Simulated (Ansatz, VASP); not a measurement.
Two plane-wave programs on CdSe

POSCAR

```
CdSe
1.0
    4.3000000000      0.0000000000      0.0000000000
   -2.1500000000      3.7239092363      0.0000000000
    0.0000000000      0.0000000000      7.0200000000
Cd Se
2 2
Direct
    0.6666666667      0.3333333333      0.5000000000
    0.3333333333      0.6666666667      0.0000000000
    0.6666666667      0.3333333333      0.8850000000
    0.3333333333      0.6666666667      0.3850000000
```

Contents of INCAR.step1:

```
SYSTEM = CdSe
PREC     = Accurate       ! precision mode
ENCUT    = 520            ! plane-wave cutoff, eV
EDIFF    = 1E-5           ! SCF threshold, eV
ISMEAR   = -1             ! smearing method
SIGMA    = 0.05           ! smearing width, eV
LREAL    = .FALSE.        ! projectors in reciprocal space
LASPH    = .TRUE.         ! aspherical terms in the spheres
NELM     = 60             ! most SCF steps
ALGO     = Normal         ! electronic algorithm
ISIF     = 2              ! what is computed and relaxed
LWAVE    = .TRUE.         ! write WAVECAR
NBANDS   = 26             ! bands
GGA      = PE             ! functional
```

Contents of INCAR.step2:

```
SYSTEM = CdSe
PREC     = Accurate       ! precision mode
ENCUT    = 520            ! plane-wave cutoff, eV
EDIFF    = 1E-6           ! SCF threshold, eV
ISMEAR   = -1             ! smearing method
SIGMA    = 0.05           ! smearing width, eV
LREAL    = .FALSE.        ! projectors in reciprocal space
LASPH    = .TRUE.         ! aspherical terms in the spheres
NELM     = 60             ! most SCF steps
ALGO     = Normal         ! electronic algorithm
ISIF     = 2              ! what is computed and relaxed
LWAVE    = .FALSE.        ! write WAVECAR
LCHARG   = .TRUE.         ! write CHGCAR
GGA      = PE             ! functional
LHFCALC  = .TRUE.         ! exact exchange
AEXX     = 1.0            ! exact-exchange fraction
ALDAC    = 0.0          
AGGAC    = 0.0          
PRECFOCK = Normal       
LELF     = .TRUE.         ! ELF
LVHAR    = .TRUE.       
NBANDS   = 26             ! bands
ISTART   = 1
```

KPOINTS

```
regular mesh
0
G
  4 4 2
  0 0 0
```

Contents of input.yaml:

```yaml
crystal:
  lattice:
    - [4.3, 0.0, 0.0]
    - [-2.15, 3.7239092363, 0.0]
    - [0.0, 0.0, 7.02]
  atoms:
    - { symbol: Cd, position: [0.6666666667, 0.3333333333, 0.5] }
    - { symbol: Cd, position: [0.3333333333, 0.6666666667, 0.0] }
    - { symbol: Se, position: [0.6666666667, 0.3333333333, 0.885] }
    - { symbol: Se, position: [0.3333333333, 0.6666666667, 0.385] }
hamiltonian:
  xc: hf
  pseudopotentials: { kind: paw }
kpoints:
  mp_grid: { grid: [4, 4, 2] }
  band_path:
    path:
      - [[0.0, 0.0, 0.0], [0.5, 0.0, 0.0], [0.3333333333, 0.3333333333, 0.0], [0.0, 0.0, 0.0], [0.0, 0.0, 0.5], [0.5, 0.0, 0.5], [0.3333333333, 0.3333333333, 0.5], [0.0, 0.0, 0.5]]
      - [[0.5, 0.0, 0.5], [0.5, 0.0, 0.0]]
      - [[0.3333333333, 0.3333333333, 0.0], [0.3333333333, 0.3333333333, 0.5]]
    npoints: 4
scf:
  occupations: { method: fermi_dirac, width: 0.05 }
  n_extra_bands: 10
output:
  forces: true
  stress: true
  eigenvalues: true
  fatbands: false
  write_density: true
  write_potential: true
  elf: true
  volumetric_format: npy
```

Alike in both runs: functional HF; k mesh 4 × 4 × 2; occupations fermi-dirac, width 0.05 eV; no spin polarisation.

|  | VASP | Ansatz |
| --- | --- | --- |
| version | VASP 6.6.1 | Ansatz 0.2.0 |
| potentials or method | VASP PAW PBE potentials, release 64 (Cd, Se) | Ansatz PAW |
| plane-wave cutoff (eV) | 520 | 420 |
| valence electrons in the cell | 36 | 72 |
| task | single point | band structure |

|  | VASP | Ansatz | Ansatz less VASP |
| --- | --- | --- | --- |
| gap on the k mesh at the Fermi level (eV) | 7.91 | 7.79 | -0.123 |
| least direct gap on the mesh (eV) | 7.91 | 7.79 | -0.123 |
| pressure (GPa) | 5.9 | 6.5 | +0.63 |
| traceless stress, the component that is largest in VASP (GPa) | -1.74 | -1.78 | -0.035 |
| rms of the force components (eV/Å) | 0.188 | 0.189 | +0.0009 |

VASP's potentials were made for PBE, not for HF. Atom by atom the forces differ by 0.001 eV/Å (rms over components). With one functional, cell and mesh, what is left measures potentials, basis and numerics. VASP's potentials hold 36 valence electrons a cell and Ansatz's 72, so a difference there can come from the potentials and not from the codes.

The k mesh is coarse, so the values compare programs but aren't converged.
